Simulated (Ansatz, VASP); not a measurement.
# Two plane-wave programs on Ir

Contents of INCAR:

```
PREC = Accurate ; ENCUT = 520
EDIFF = 1E-7 ; ISMEAR = -1
SIGMA = 0.1 ; LREAL = F
LASPH = T ; NELM = 60
ALGO = Normal ; ISIF = 2
LWAVE = F ; LCHARG = F
GGA = RP ; NBANDS = 16
```

Contents of KPOINTS:

```
regular mesh
0
Gamma
  17 17 10
```

The input POSCAR:

```
Ir
1.0
   -2.5040285981      2.1493295960      1.3229242280
    2.1493295960     -2.5040285981      1.3229242280
    2.8663491024      2.8663491024     -1.9725561000
Ir
2
Direct
    0.9772084782      0.0227915218      0.0000000000
    0.7727915218      0.2272084782      0.5000000000
```

Input for Ansatz:

```yaml
crystal:
  lattice:
    - [-2.5040285981, 2.149329596, 1.322924228]
    - [2.149329596, -2.5040285981, 1.322924228]
    - [2.8663491024, 2.8663491024, -1.9725561]
  atoms:
    - { symbol: Ir, position: [0.9772084782, 0.0227915218, 0.0] }
    - { symbol: Ir, position: [0.7727915218, 0.2272084782, 0.5] }
hamiltonian:
  xc: rpbe
  pseudopotentials:
    kind: paw
    azcp:
      Ir: "pseudopotentials/Ir.paw.azcp"
basis:
  ecutwfc: 420
  fft_grid_basis: typed
kpoints:
  mp_grid: { grid: [17, 17, 10], shift: [0, 0, 0] }
magnetization:
  spin_polarized: false
scf:
  occupations: { method: fermi_dirac, width: 0.1 }
  lower_state_search: "off"
output:
  stress: true
```

Alike in both runs: task single point; functional RPBE; k mesh 17 × 17 × 10; occupations fermi-dirac, width 0.1 eV; no spin polarisation.

|  | VASP | Ansatz |
| --- | --- | --- |
| version | VASP 6.6.1 | Ansatz 0.2.0 |
| potentials or method | VASP PAW PBE potentials, release 64 (Ir), cutoff 520 eV | plane waves (420 eV) with PAW, scalar-relativistic |
| valence electrons in the cell | 18 | 34 |

```csv
,VASP,Ansatz,Ansatz less VASP
pressure (GPa),0.2,0.0,-0.20
"traceless stress, the component that is largest in VASP (GPa)",0.17,0.07,-0.110
```

VASP's potentials were made for PBE, not for RPBE. VASP's potentials hold 18 valence electrons a cell and Ansatz's 34, so a difference there can come from the potentials and not from the codes. Ansatz's warnings: near symmetry operations not taken.

Neither program's run includes spin-orbit coupling.
